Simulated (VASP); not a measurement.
# Sc5Al (P4/mmm) in VASP: relaxation of cell and atoms with PBE

Aim: the relaxation of cell and atoms of Sc5Al with PBE.

All numbers are computed with VASP 6.6.1; they aren't measurements. Logs are shortened: lines on timing, memory, paths and dates and some standing lists are left out, and cuts for length are marked.

### Step 1. The cell of the first run

The structure is tetragonal, space group P4/mmm (No. 123). The conventional cell has a = 3.252 Å, b = 3.252 Å, c = 13.047 Å, α = 90.00°, β = 90.00°, γ = 90.00°. Within 3.9 Å of Sc (site symmetry 4mm) lie 4 Al at 2.96 Å and 9 Sc at 3.25 to 3.74 Å. Sc (site symmetry 4mm) has 12 Sc at 3.25 to 3.28 Å and 1 Al at 4.21 Å within 4.3 Å. Sc (site symmetry 4/mmm) has 12 Sc at 3.25 to 3.26 Å within 4.3 Å. Within 3.9 Å of Al (site symmetry 4/mmm) lie 8 Sc at 2.96 Å and 4 Al at 3.25 Å.

### Step 2. Relaxation of cell and atoms, PBE

Input file INCAR:

```
SYSTEM = Sc5Al
PREC     = Accurate       ! precision mode
ENCUT    = 600            ! plane-wave cutoff, eV
EDIFF    = 1E-6           ! SCF threshold, eV
ISMEAR   = 0              ! smearing method
SIGMA    = 0.1            ! smearing width, eV
LREAL    = .False.        ! projectors in reciprocal space
LASPH    = .True.         ! aspherical terms in the spheres
NELM     = 80             ! most SCF steps
ALGO     = Fast           ! electronic algorithm
ISIF     = 3              ! what is computed and relaxed
LWAVE    = .False.        ! write WAVECAR
LCHARG   = .False.        ! write CHGCAR
GGA      = PE             ! functional
IBRION   = 2              ! ionic algorithm
NSW      = 100            ! ionic steps
EDIFFG   = -0.01          ! ionic threshold
```

Input file KPOINTS:

```
regular mesh
0
Gamma
  12 12 4
  0 0 0
```

Input file POSCAR:

```
Sc5Al
1.0
    3.2518100000      0.0000000000      0.0000000000
    0.0000000000      3.2518100000      0.0000000000
    0.0000000000      0.0000000000     13.0465348000
Sc Al
5 1
Direct
    0.0000000000      0.0000000000      0.6434030000
    0.5000000000      0.5000000000      0.8223780000
    0.0000000000      0.0000000000      0.0000000000
    0.5000000000      0.5000000000      0.1776220000
    0.0000000000      0.0000000000      0.3565970000
    0.5000000000      0.5000000000      0.5000000000
```

Potentials or basis: VASP PAW PBE potentials, release 64 (Sc_sv, Al).

Launch:

```sh
$ cat potpaw_PBE.64/Sc_sv/POTCAR potpaw_PBE.64/Al/POTCAR > POTCAR
$ mpirun -np 1 vasp_std > vasp.out
```

OUTCAR:

```text
SYSTEM = Sc5Al
   PREC = Accurate
   ENCUT = 600
   EDIFF = 1E-6
   ISMEAR = 0
   LREAL = .False.
   LASPH = .True.
   NELM = 80
   ISIF = 3
   GGA = PE
   IBRION = 2
   NSW = 100
   EDIFFG = -0.01

 ion  position               nearest neighbor table
   1  0.000  0.000  0.643-   6 2.96   6 2.96   6 2.96   6 2.96   2 3.28   2 3.28   2 3.28   2 3.28

   2  0.500  0.500  0.822-   3 3.26   3 3.26   3 3.26   3 3.26   1 3.28   1 3.28   1 3.28   1 3.28

   3  0.000  0.000  0.000-   2 3.26   4 3.26   2 3.26   4 3.26   2 3.26   4 3.26   2 3.26   4 3.26

   4  0.500  0.500  0.178-   3 3.26   3 3.26   3 3.26   3 3.26   5 3.28   5 3.28   5 3.28   5 3.28

   5  0.000  0.000  0.357-   6 2.96   6 2.96   6 2.96   6 2.96   4 3.28   4 3.28   4 3.28   4 3.28

   6  0.500  0.500  0.500-   1 2.96   5 2.96   1 2.96   5 2.96   1 2.96   5 2.96   1 2.96   5 2.96

  LATTYP: Found a simple tetragonal cell.
 ALAT       =     3.2518100000
 C/A-ratio  =     4.0120839778

  Lattice vectors:

 A1 = (   3.2518100000,   0.0000000000,   0.0000000000)
 A2 = (   0.0000000000,   3.2518100000,   0.0000000000)
 A3 = (   0.0000000000,   0.0000000000,  13.0465348000)

Analysis of symmetry for initial positions (statically):
=====================================================================
 Subroutine PRICEL returns:
 Original cell was already a primitive cell.

 Routine SETGRP: Setting up the symmetry group for a
 simple tetragonal supercell.

 Subroutine GETGRP returns: Found 16 space group operations
 (whereof 16 operations were pure point group operations)
 out of a pool of 16 trial point group operations.

The static configuration has the point symmetry D_4h.

Analysis of symmetry for dynamics (positions and initial velocities):
=====================================================================
 Subroutine PRICEL returns:
 Original cell was already a primitive cell.

 Routine SETGRP: Setting up the symmetry group for a
 simple tetragonal supercell.

 Subroutine GETGRP returns: Found 16 space group operations
 (whereof 16 operations were pure point group operations)
 out of a pool of 16 trial point group operations.

The dynamic configuration has the point symmetry D_4h.

 Subroutine INISYM returns: Found 16 space group operations
 (whereof 16 operations are pure point group operations),
 and found     1 'primitive' translations

----------------------------------------------------------------------------------------

                                     Primitive cell

  volume of cell :     137.9576

  direct lattice vectors                    reciprocal lattice vectors
     3.251810000  0.000000000  0.000000000     0.307521042  0.000000000  0.000000000
     0.000000000  3.251810000  0.000000000     0.000000000  0.307521042  0.000000000
     0.000000000  0.000000000 13.046534800     0.000000000  0.000000000  0.076648705

  length of vectors
     3.251810000  3.251810000 13.046534800     0.307521042  0.307521042  0.076648705

  position of ions in fractional coordinates (direct lattice)
     0.000000000  0.000000000  0.643403000
     0.500000000  0.500000000  0.822378000
     0.000000000  0.000000000  0.000000000
     0.500000000  0.500000000  0.177622000
     0.000000000  0.000000000  0.356597000
     0.500000000  0.500000000  0.500000000

  ion indices of the primitive-cell ions
   primitive index   ion index
                 1           1
                 2           2
                 3           3
                 4           4
                 5           5
                 6           6

----------------------------------------------------------------------------------------

 KPOINTS: regular mesh

Automatic generation of k-mesh.
 Grid dimensions read from file:
 generate k-points for:   12   12    4

 Generating k-lattice:

  Cartesian coordinates                     Fractional coordinates (reciprocal lattice)
     0.025626754  0.000000000  0.000000000     0.083333333  0.000000000  0.000000000
     0.000000000  0.025626754  0.000000000     0.000000000  0.083333333  0.000000000
     0.000000000  0.000000000  0.019162176     0.000000000  0.000000000  0.250000000

[... 44 lines left out ...]
   NGX,Y,Z   is equivalent  to a cutoff of  14.31, 14.31, 13.76 a.u.
   NGXF,Y,Z  is equivalent  to a cutoff of  28.63, 28.63, 27.52 a.u.
 SYSTEM =  Sc5Al
   PREC   = accura    normal or accurate (medium, high low for compatibility)
   ISTART =      0    job   : 0-new  1-cont  2-samecut
   ICHARG =      2    charge: 1-file 2-atom 10-const
   ISPIN  =      1    spin polarized calculation?
   LNONCOLLINEAR =      F non collinear calculations
   LSORBIT =      F    spin-orbit coupling
   LASPH  =      T    aspherical Exc in radial PAW
   ENCUT  =  600.0 eV  44.10 Ry    6.64 a.u.   6.49  6.49 26.06*2*pi/ulx,y,z
   NELM   =     80;   NELMIN=  2; NELMDL= -5     # of ELM steps
   EDIFF  = 0.1E-05   stopping-criterion for ELM
   LREAL  =      F    real-space projection
   EDIFFG = -.1E-01   stopping-criterion for IOM
   NSW    =    100    number of steps for IOM
   IBRION =      2    ionic relax: 0-MD 1-quasi-New 2-CG
   NFREE  =      1    steps in history (QN), initial steepest desc. (CG)
   ISIF   =      3    stress and relaxation
   ISYM   =      2    0-nonsym 1-usesym 2-fastsym
   POTIM  = 0.5000    time-step for ionic-motion
   TEBEG  =    0.0;   TEEND  =   0.0 temperature during run
   PSTRESS=    0.0 pullay stress
   NELECT =      58.0000    total number of electrons
   NUPDOWN=      -1.0000    fix difference up-down
   EMIN   =  10.00;   EMAX   =-10.00  energy-range for DOS
   EFERMI =   0.00;   METHOD = LEGACY
   ISMEAR =     0;   SIGMA  =   0.10  broadening in eV -4-tet -1-fermi 0-gaus
   EFERMI_NEDOS =   21; number of points for ismear=-14 and -15
   IALGO  =     68    algorithm
   IMIX   =      4    mixing-type and parameters
     AMIX     =   0.40;   BMIX     =  1.00
     AMIX_MAG =   1.60;   BMIX_MAG =  1.00
  volume/ion in A,a.u.               =      22.99       155.16
  Fermi-wavevector in a.u.,A,eV,Ry     =   1.226410  2.317579 20.464269  1.504081
  Thomas-Fermi vector in A             =   2.361412
   LORBIT       =      0    0 simple, 1 ext, 2 COOP (PROOUT), +10 PAW based schemes
   GGA     = PE    functional components
   LHFCALC =     F    Hartree Fock is set to
   AEXX    =    0.0000 exact exchange contribution
   IVDW    =     0    specifies the selected vdW correction
   LEPSILON=     F    determine dielectric tensor
   LRPA    =     F    only Hartree local field effects (RPA)
 conjugate gradient relaxation of ions
 non-spin polarized calculation
 RMM-DIIS sequential band-by-band and
 Gauss-broadening in eV      SIGMA  =   0.10
  energy-cutoff  :      600.00
  volume of cell :      137.96
 maximum number of plane-waves:      4652
 NGX is ok and might be reduce to    28
   NGX = 13   NGY = 13   NGZ = 53

--------------------------------------- Ionic step        1  -------------------------------------------

 number of electron      57.9999990 magnetization

 Free energy of the ion-electron system (eV)
  ---------------------------------------------------
  ext. energy  EPLUGINS =         0.00000000
  ---------------------------------------------------
  free energy    TOTEN  =       -35.80665991 eV

  energy without entropy =      -35.76415822  energy(sigma->0) =      -35.78540906

------------------------ aborting loop because EDIFF is reached ----------------------------------------

  FORCE on cell =-STRESS in cart. coord.  units (eV):
  Direction    XX          YY          ZZ          XY          YZ          ZX
  --------------------------------------------------------------------------------------
  -------------------------------------------------------------------------------------
  Total        0.0812125      0.0812125      0.0808415      0.0000000      0.0000000      0.0000000
  in kB        0.9431656      0.9431656      0.9388567      0.0000000      0.0000000      0.0000000
  external PRESSURE =       0.9417293 kB  Pullay stress =       0.0000000 kB

 VOLUME and BASIS-vectors are now :
 -----------------------------------------------------------------------------
  energy-cutoff  :      600.00
  volume of cell :      137.96
      direct lattice vectors                 reciprocal lattice vectors
     3.251810000  0.000000000  0.000000000     0.307521042  0.000000000  0.000000000
     0.000000000  3.251810000  0.000000000     0.000000000  0.307521042  0.000000000
     0.000000000  0.000000000 13.046534800     0.000000000  0.000000000  0.076648705

 POSITION                                       TOTAL-FORCE (eV/Angst)
 -----------------------------------------------------------------------------------
      0.00000      0.00000      8.39418         0.000000     -0.000000      0.001668
      1.62590      1.62590     10.72918         0.000000      0.000000      0.010065
      0.00000      0.00000      0.00000         0.000000      0.000000      0.000000
      1.62590      1.62590      2.31735         0.000000      0.000000     -0.010065
      0.00000      0.00000      4.65236        -0.000000     -0.000000     -0.001668
      1.62590      1.62590      6.52327         0.000000      0.000000      0.000000
 -----------------------------------------------------------------------------------
    total drift:                                0.000000      0.000000      0.000000

  FREE ENERGIE OF THE ION-ELECTRON SYSTEM (eV)
  ---------------------------------------------------
  free  energy   TOTEN  =       -35.8066599092 eV

  energy  without entropy=      -35.7641582155  energy(sigma->0) =      -35.78540906

--------------------------------------- Ionic step        2  -------------------------------------------

 number of electron      57.9999990 magnetization

 Free energy of the ion-electron system (eV)
  ---------------------------------------------------
  ext. energy  EPLUGINS =         0.00000000
  ---------------------------------------------------
  free energy    TOTEN  =       -35.80671985 eV

  energy without entropy =      -35.76407113  energy(sigma->0) =      -35.78539549

 E-fermi :   4.2489     XC(G=0):  -9.9625

 val. band max:        4.2401290821   @ k =   0.4167   0.2500   0.5000
 cond. band min:       4.2520651002   @ k =   0.4167   0.4167   0.2500
 fundamental gap:      0.0119360181
 Fermi energy:         4.2489141603

 k-point     1 :       0.0000    0.0000    0.0000
  band No.  band energies     occupation
      1     -45.2114      2.00000
      2     -45.2089      2.00000
      3     -45.1619      2.00000
      4     -45.1255      2.00000
      5     -45.1055      2.00000
      6     -23.9522      2.00000
[... 877 lines left out ...]
     33       4.8358      0.00000
     34       5.2375      0.00000

 [... further k-points ...]

------------------------ aborting loop because EDIFF is reached ----------------------------------------

  FORCE on cell =-STRESS in cart. coord.  units (eV):
  Direction    XX          YY          ZZ          XY          YZ          ZX
  --------------------------------------------------------------------------------------
  -------------------------------------------------------------------------------------
  Total       -0.0197547     -0.0197547     -0.0134120      0.0000000     -0.0000000      0.0000000
  in kB       -0.2289736     -0.2289736     -0.1554564      0.0000000     -0.0000000      0.0000000
  external PRESSURE =      -0.2044679 kB  Pullay stress =       0.0000000 kB

 VOLUME and BASIS-vectors are now :
 -----------------------------------------------------------------------------
  energy-cutoff  :      600.00
  volume of cell :      138.23
      direct lattice vectors                 reciprocal lattice vectors
     3.253933381  0.000000000  0.000000000     0.307320367  0.000000000  0.000000000
     0.000000000  3.253933381  0.000000000     0.000000000  0.307320367  0.000000000
     0.000000000  0.000000000 13.055015063     0.000000000  0.000000000  0.076598916

 POSITION                                       TOTAL-FORCE (eV/Angst)
 -----------------------------------------------------------------------------------
      0.00000      3.25393      8.39972        -0.000000      0.000000      0.000486
      1.62697      1.62697     10.73664         0.000000     -0.000000      0.003050
      0.00000      0.00000      0.00000        -0.000000      0.000000      0.000000
      1.62697      1.62697      2.31837        -0.000000     -0.000000     -0.003050
      3.25393      3.25393      4.65530         0.000000     -0.000000     -0.000486
      1.62697      1.62697      6.52751        -0.000000      0.000000      0.000000
 -----------------------------------------------------------------------------------
    total drift:                                0.000000      0.000000      0.000000

  FREE ENERGIE OF THE ION-ELECTRON SYSTEM (eV)
  ---------------------------------------------------
  free  energy   TOTEN  =       -35.8067198494 eV

  energy  without entropy=      -35.7640711345  energy(sigma->0) =      -35.78539549

 reached required accuracy - stopping structural energy minimisation
```

Wall time 28 min (1 thread of Intel Xeon 6975P-C, shared host); peak memory 0.56 GiB.

Results:

```
Free energy                            : -35.8067 eV
Relaxed volume                         : 23.04 Å³/atom
Relaxed cell                           : a = 3.254 Å, b = 3.254 Å, c = 13.055 Å, α = 90.00°, β = 90.00°, γ = 90.00°
Space group after relaxing (to 0.05 Å) : P4/mmm (No. 123)
Energy gained by relaxing              : 0.0 meV/atom
Ionic steps                            : 2
Pressure after relaxing                : 0.0 GPa
Largest force after relaxing           : 0.003 eV/Å
Band gap on the k mesh                 : zero (band 29 reaches 4.59 eV, above the bottom of band 30 at 3.86 eV)
```

Forces in eV/Å, atoms in the order of the input:
```
Sc   0.000  0.000  0.000
Sc   0.000  0.000  0.003
Sc   0.000  0.000  0.000
Sc   0.000  0.000 -0.003
Sc   0.000  0.000  0.000
Al   0.000  0.000  0.000
```

Final structure:
```
CELL_PARAMETERS angstrom
3.25393 0.00000 0.00000
0.00000 3.25393 0.00000
0.00000 0.00000 13.05502
ATOMIC_POSITIONS crystal
Sc 0.00000 0.00000 0.64341
Sc 0.50000 0.50000 0.82242
Sc 0.00000 0.00000 0.00000
Sc 0.50000 0.50000 0.17758
Sc 0.00000 0.00000 0.35659
Al 0.50000 0.50000 0.50000
```
